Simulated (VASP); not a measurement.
# TiPt3 in VASP: further runs

Runs on TiPt3. Level: PBE. Tasks: single point, relaxation of cell and atoms.

Everything below comes from runs of VASP 6.6.1. Logs are shortened: lines on timing, memory, paths and dates and some standing lists are left out, and cuts for length are marked.

## (1) The cell of the first run

Symmetry: Pm-3m, No. 221, cubic system. The conventional cell has a = 4.711 Å, b = 4.711 Å, c = 4.711 Å, α = 90.00°, β = 90.00°, γ = 90.00°. Within 3.1 Å of Ti (site symmetry m-3m) lie 6 Pt at 2.36 Å. Pt (site symmetry 4/mmm) has 2 Ti at 2.36 Å within 3.1 Å.

## (2) Single point, PBE

INCAR

```
SYSTEM = TiPt3
PREC = Accurate
ENCUT = 520
EDIFF = 1E-6
ISMEAR = 0
SIGMA = 0.1
LREAL = .FALSE.
LASPH = .TRUE.
NELM = 100
ALGO = Normal
ISIF = 2
LWAVE = .FALSE.
LCHARG = .TRUE.
GGA = PE
LELF = .TRUE.
LVHAR = .TRUE.
NBANDS = 29
```

KPOINTS

```
Automatic mesh
0
G
  10 10 10
  0 0 0
```

POSCAR

```
TiPt3
1.0
    4.7113627354      0.0000000000      0.0000000000
    0.0000000000      4.7113627354      0.0000000000
    0.0000000000      0.0000000000      4.7113627354
Ti Pt
1 3
Direct
    0.0000000000      0.0000000000      0.0000000000
    0.5000000000      0.0000000000      0.0000000000
    0.0000000000      0.5000000000      0.0000000000
    0.0000000000      0.0000000000      0.5000000000
```

Potentials or basis: VASP PAW PBE potentials, release 64 (Ti_sv, Pt).

Command:

```console
cat potpaw_PBE.64/Ti_sv/POTCAR potpaw_PBE.64/Pt/POTCAR > POTCAR
mpirun -np 1 vasp_std > vasp.out
```

OUTCAR:

```text
SYSTEM = TiPt3
   PREC = Accurate
   ENCUT = 520
   EDIFF = 1E-6
   ISMEAR = 0
   LREAL = .FALSE.
   LASPH = .TRUE.
   NELM = 100
   ISIF = 2
   GGA = PE

 ion  position               nearest neighbor table
   1  0.000  0.000  0.000-   2 2.36   3 2.36   4 2.36   4 2.36   3 2.36   2 2.36
   2  0.500  0.000  0.000-   1 2.36   1 2.36   4 3.33   4 3.33   3 3.33   3 3.33   3 3.33   4 3.33
                             4 3.33   3 3.33
   3  0.000  0.500  0.000-   1 2.36   1 2.36   4 3.33   4 3.33   2 3.33   2 3.33   4 3.33   4 3.33
                             2 3.33   2 3.33
   4  0.000  0.000  0.500-   1 2.36   1 2.36   3 3.33   2 3.33   2 3.33   3 3.33   3 3.33   3 3.33
                             2 3.33   2 3.33

  LATTYP: Found a simple cubic cell.
 ALAT       =     4.7113627354

  Lattice vectors:

 A1 = (   4.7113627354,   0.0000000000,   0.0000000000)
 A2 = (   0.0000000000,   4.7113627354,   0.0000000000)
 A3 = (   0.0000000000,   0.0000000000,   4.7113627354)

Analysis of symmetry for initial positions (statically):
=====================================================================
 Subroutine PRICEL returns:
 Original cell was already a primitive cell.

 Routine SETGRP: Setting up the symmetry group for a
 simple cubic supercell.

 Subroutine GETGRP returns: Found 48 space group operations
 (whereof 48 operations were pure point group operations)
 out of a pool of 48 trial point group operations.

The static configuration has the point symmetry O_h .

Analysis of symmetry for dynamics (positions and initial velocities):
=====================================================================
 Subroutine PRICEL returns:
 Original cell was already a primitive cell.

 Routine SETGRP: Setting up the symmetry group for a
 simple cubic supercell.

 Subroutine GETGRP returns: Found 48 space group operations
 (whereof 48 operations were pure point group operations)
 out of a pool of 48 trial point group operations.

The dynamic configuration has the point symmetry O_h .

 Subroutine INISYM returns: Found 48 space group operations
 (whereof 48 operations are pure point group operations),
 and found     1 'primitive' translations

----------------------------------------------------------------------------------------

                                     Primitive cell

  volume of cell :     104.5778

  direct lattice vectors                    reciprocal lattice vectors
     4.711362735  0.000000000  0.000000000     0.212252814  0.000000000  0.000000000
     0.000000000  4.711362735  0.000000000     0.000000000  0.212252814  0.000000000
     0.000000000  0.000000000  4.711362735     0.000000000  0.000000000  0.212252814

  length of vectors
     4.711362735  4.711362735  4.711362735     0.212252814  0.212252814  0.212252814

  position of ions in fractional coordinates (direct lattice)
     0.000000000  0.000000000  0.000000000
     0.500000000  0.000000000  0.000000000
     0.000000000  0.500000000  0.000000000
     0.000000000  0.000000000  0.500000000

  ion indices of the primitive-cell ions
   primitive index   ion index
                 1           1
                 2           2
                 3           3
                 4           4

----------------------------------------------------------------------------------------

 KPOINTS: Automatic mesh

Automatic generation of k-mesh.
 Grid dimensions read from file:
 generate k-points for:   10   10   10

 Generating k-lattice:

  Cartesian coordinates                     Fractional coordinates (reciprocal lattice)
     0.021225281  0.000000000  0.000000000     0.100000000  0.000000000  0.000000000
     0.000000000  0.021225281  0.000000000     0.000000000  0.100000000  0.000000000
     0.000000000  0.000000000  0.021225281     0.000000000  0.000000000  0.100000000

  Length of vectors
     0.021225281  0.021225281  0.021225281

  Shift w.r.t. Gamma in fractional coordinates (k-lattice)
     0.000000000  0.000000000  0.000000000

 Subroutine IBZKPT returns following result:
 ===========================================

 Found     56 irreducible k-points:

 Following reciprocal coordinates:
            Coordinates               Weight
  0.000000  0.000000  0.000000      1.000000
  0.100000  0.000000  0.000000      6.000000
  0.200000  0.000000  0.000000      6.000000
  0.300000  0.000000  0.000000      6.000000
  0.400000  0.000000  0.000000      6.000000
  0.500000  0.000000  0.000000      3.000000
[... 16 lines left out ...]
  0.200000  0.100000  0.100000     24.000000
  0.300000  0.100000  0.100000     24.000000
 [... further k-points ...]
   k-points           NKPTS =     56   k-points in BZ     NKDIM =     56   number of bands    NBANDS=     29
   number of dos      NEDOS =    301   number of ions     NIONS =      4
   total plane-waves  NPLWV =  46656
   dimension x,y,z NGX =    36 NGY =   36 NGZ =   36
   dimension x,y,z NGXF=    72 NGYF=   72 NGZF=   72
   ions per type =               1   3
   NGX,Y,Z   is equivalent  to a cutoff of  12.70, 12.70, 12.70 a.u.
   NGXF,Y,Z  is equivalent  to a cutoff of  25.41, 25.41, 25.41 a.u.
 SYSTEM =  TiPt3
   PREC   = accura    normal or accurate (medium, high low for compatibility)
   ISTART =      0    job   : 0-new  1-cont  2-samecut
   ICHARG =      2    charge: 1-file 2-atom 10-const
   ISPIN  =      1    spin polarized calculation?
   LNONCOLLINEAR =      F non collinear calculations
   LSORBIT =      F    spin-orbit coupling
   LASPH  =      T    aspherical Exc in radial PAW
   ENCUT  =  520.0 eV  38.22 Ry    6.18 a.u.   8.76  8.76  8.76*2*pi/ulx,y,z
   NELM   =    100;   NELMIN=  2; NELMDL= -5     # of ELM steps
   EDIFF  = 0.1E-05   stopping-criterion for ELM
   LREAL  =      F    real-space projection
   EDIFFG = 0.1E-04   stopping-criterion for IOM
   NSW    =      0    number of steps for IOM
   IBRION =     -1    ionic relax: 0-MD 1-quasi-New 2-CG
   NFREE  =      0    steps in history (QN), initial steepest desc. (CG)
   ISIF   =      2    stress and relaxation
   ISYM   =      2    0-nonsym 1-usesym 2-fastsym
   POTIM  = 0.5000    time-step for ionic-motion
   TEBEG  =    0.0;   TEEND  =   0.0 temperature during run
   PSTRESS=    0.0 pullay stress
   NELECT =      42.0000    total number of electrons
   NUPDOWN=      -1.0000    fix difference up-down
   EMIN   =  10.00;   EMAX   =-10.00  energy-range for DOS
   EFERMI =   0.00;   METHOD = LEGACY
   ISMEAR =     0;   SIGMA  =   0.10  broadening in eV -4-tet -1-fermi 0-gaus
   EFERMI_NEDOS =   21; number of points for ismear=-14 and -15
   IALGO  =     38    algorithm
   IMIX   =      4    mixing-type and parameters
     AMIX     =   0.40;   BMIX     =  1.00
     AMIX_MAG =   1.60;   BMIX_MAG =  1.00
  volume/ion in A,a.u.               =      26.14       176.43
  Fermi-wavevector in a.u.,A,eV,Ry     =   1.207845  2.282497 19.849414  1.458891
  Thomas-Fermi vector in A             =   2.343471
   LORBIT       =      0    0 simple, 1 ext, 2 COOP (PROOUT), +10 PAW based schemes
   GGA     = PE    functional components
   LHFCALC =     F    Hartree Fock is set to
   AEXX    =    0.0000 exact exchange contribution
   IVDW    =     0    specifies the selected vdW correction
   LEPSILON=     F    determine dielectric tensor
   LRPA    =     F    only Hartree local field effects (RPA)
 non-spin polarized calculation
 Gauss-broadening in eV      SIGMA  =   0.10
  energy-cutoff  :      520.00
  volume of cell :      104.58
 maximum number of plane-waves:      2849
 NGX is ok and might be reduce to    36
   NGX = 17   NGY = 17   NGZ = 17

 number of electron      42.0000002 magnetization

 Free energy of the ion-electron system (eV)
  ---------------------------------------------------
  ext. energy  EPLUGINS =         0.00000000
  ---------------------------------------------------
  free energy    TOTEN  =       -22.37704281 eV

  energy without entropy =      -22.36315948  energy(sigma->0) =      -22.37010114

 E-fermi :   3.7235     XC(G=0):  -9.5640

 val. band max:        3.7130247605   @ k =   0.4000   0.4000   0.3000
 cond. band min:       3.7373089831   @ k =   0.5000   0.4000   0.0000
 fundamental gap:      0.0242842226
 Fermi energy:         3.7235075179

 k-point     1 :       0.0000    0.0000    0.0000
  band No.  band energies     occupation
      1     -53.5647      2.00000
      2     -29.8493      2.00000
      3     -29.8493      2.00000
      4     -29.8493      2.00000
      5      -2.6857      2.00000
      6      -1.1492      2.00000
[... 21 lines left out ...]
     28       6.7207      0.00000
     29      10.9374      0.00000

 k-point     2 :       0.1000    0.0000    0.0000
  band No.  band energies     occupation
      1     -53.5640      2.00000
      2     -29.8565      2.00000
      3     -29.8495      2.00000
      4     -29.8495      2.00000
      5      -2.6140      2.00000
      6      -1.1446      2.00000
[... 21 lines left out ...]
     28       6.8230      0.00000
     29      10.9797      0.00000

 k-point     3 :       0.2000    0.0000    0.0000
  band No.  band energies     occupation
      1     -53.5623      2.00000
      2     -29.8753      2.00000
      3     -29.8500      2.00000
      4     -29.8500      2.00000
      5      -2.4333      2.00000
      6      -1.1326      2.00000
[... 21 lines left out ...]
     28       7.1184      0.00000
     29      10.9573      0.00000

 k-point     4 :       0.3000    0.0000    0.0000
  band No.  band energies     occupation
      1     -53.5601      2.00000
      2     -29.8985      2.00000
      3     -29.8506      2.00000
      4     -29.8506      2.00000
      5      -2.2290      2.00000
      6      -1.1182      2.00000
[... 597 lines left out ...]
     28       6.9943      0.00000
     29      11.1165      0.00000

 k-point    23 :       0.2000    0.1000    0.1000
  band No.  band energies     occupation
      1     -53.5609      2.00000
      2     -29.8757      2.00000
      3     -29.8574      2.00000
      4     -29.8573      2.00000
      5      -2.2768      2.00000
      6      -1.0203      2.00000
[... 21 lines left out ...]
     28       7.1991      0.00000
     29      11.0817      0.00000

 k-point    24 :       0.3000    0.1000    0.1000
  band No.  band energies     occupation
      1     -53.5588      2.00000
      2     -29.8989      2.00000
      3     -29.8580      2.00000
      4     -29.8579      2.00000
      5      -2.0652      2.00000
      6      -1.0048      2.00000
[... 21 lines left out ...]
     28       7.4975      0.00000
     29      10.5364      0.00000

 [... further k-points ...]
[... 5 lines left out ...]
  --------------------------------------------------------------------------------------
  -------------------------------------------------------------------------------------
  Total        0.0882918      0.0882918      0.0882918      0.0000000      0.0000000     -0.0000000
  in kB        1.3526691      1.3526691      1.3526691      0.0000000      0.0000000     -0.0000000
  external PRESSURE =       1.3526691 kB  Pullay stress =       0.0000000 kB

 VOLUME and BASIS-vectors are now :
 -----------------------------------------------------------------------------
  energy-cutoff  :      520.00
  volume of cell :      104.58
      direct lattice vectors                 reciprocal lattice vectors
     4.711362735  0.000000000  0.000000000     0.212252814  0.000000000  0.000000000
     0.000000000  4.711362735  0.000000000     0.000000000  0.212252814  0.000000000
     0.000000000  0.000000000  4.711362735     0.000000000  0.000000000  0.212252814

 POSITION                                       TOTAL-FORCE (eV/Angst)
 -----------------------------------------------------------------------------------
      0.00000      0.00000      0.00000         0.000000      0.000000      0.000000
      2.35568      0.00000      0.00000         0.000000      0.000000      0.000000
      0.00000      2.35568      0.00000         0.000000      0.000000      0.000000
      0.00000      0.00000      2.35568         0.000000      0.000000      0.000000
 -----------------------------------------------------------------------------------
    total drift:                                0.000000      0.000000     -0.000000

  FREE ENERGIE OF THE ION-ELECTRON SYSTEM (eV)
  ---------------------------------------------------
  free  energy   TOTEN  =       -22.3770428059 eV

  energy  without entropy=      -22.3631594820  energy(sigma->0) =      -22.37010114
```

It took 83 s on 1 thread of Intel Xeon Platinum 8488C (Sapphire Rapids), shared host; peak memory 0.3 GiB.

What came out:

```
Free energy            : -22.3770 eV
Pressure               : 0.1 GPa
Band gap on the k mesh : zero (band 21 reaches 5.08 eV, above the bottom of band 22 at 3.03 eV)
```

Caveat: spin-orbit coupling is left out, which moves the levels of the heavy elements.

[end of part 1 of 2]
